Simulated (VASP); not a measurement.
# AlP: single point with PBE

AlP:

```
Al P
1.0
     0.00000    2.76665    2.76665
     2.76665    0.00000    2.76665
     2.76665    2.76665    0.00000
Al P
1 1
Direct
  0.00000 0.00000 0.00000
  0.25000 0.25000 0.25000
```

This cell differs from its parent crystal: strain +1.0%.

| Item | Value |
| --- | --- |
| Program | VASP 6.6.1 |
| Task | single point |
| Functional | PBE |
| Potentials or basis | VASP PAW PBE potentials, release 64 (Al, P) |
| Cutoff | 500 eV |
| k mesh | 4 × 4 × 4 |
| Occupations | gaussian, width 0.01 eV |
| Spin | no spin polarisation |

```yaml
Pressure: -0.9 GPa
Band_gap_on_the_k_mesh: 1.63 eV, indirect (least direct gap 2.96 eV)
```

Levels at points of the mesh, in eV from the valence-band top:
```tsv
k point	band 2	band 3	band 4	band 5	band 6	band 7
(0.00, 0.00, 0.00)	0.00	0.00	0.00	2.96	4.48	4.48
(0.50, 0.00, 0.00)	-5.37	-0.74	-0.74	2.65	4.78	4.78
(0.50, 0.50, 0.00)	-5.19	-2.03	-2.03	1.63	2.46	10.71
```

Run time: 10 s on 1 thread of Intel Xeon 8259CL, with other jobs on the host, peak memory 0.16 GiB.

Caveat: the k points lie up to 0.49 Å⁻¹ apart; the cell differs from its parent crystal (strain +1.0%). A k mesh can miss the band edges.
